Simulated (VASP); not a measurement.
BeS, 4 atoms in the cell. The structure is hexagonal, space group P6_3/mmc (No. 194). Conventional cell: a = 3.300 Å, b = 3.300 Å, c = 5.255 Å, α = 90.00°, β = 90.00°, γ = 120.00°. Be (site symmetry -3m) has 6 S at 2.31 Å and 2 Be at 2.63 Å within 3.1 Å. S (site symmetry -6m2) has 6 Be at 2.31 Å within 3.1 Å. 

* Program: VASP 6.6.1
* Task: single point
* Functional: PBE
* Potentials or basis: VASP PAW PBE potentials, release 64 (Be, S)
* Cutoff: 520 eV
* k mesh: 6 × 6 × 4
* Occupations: gaussian, width 0.01 eV
* Spin: no spin polarisation
* Dipole correction: no
* Further INCAR settings: ALGO = Normal; EDIFF = 1e-06; NBANDS = 16

Potentials or basis: VASP PAW PBE potentials, release 64 (Be, S).

Run with:

```bash
$ cat potpaw_PBE.64/Be/POTCAR potpaw_PBE.64/S/POTCAR > POTCAR
$ mpirun -np 1 vasp_std > vasp.out
```

Hardware: 1 thread of Intel Xeon 6975P-C (shared host).

Q: Estimate the wall time of this run.

A: It took 32 s on 1 thread of Intel Xeon 6975P-C, with other jobs on the host, peak memory 0.14 GiB. Counts: scf iterations 12, k points 21.
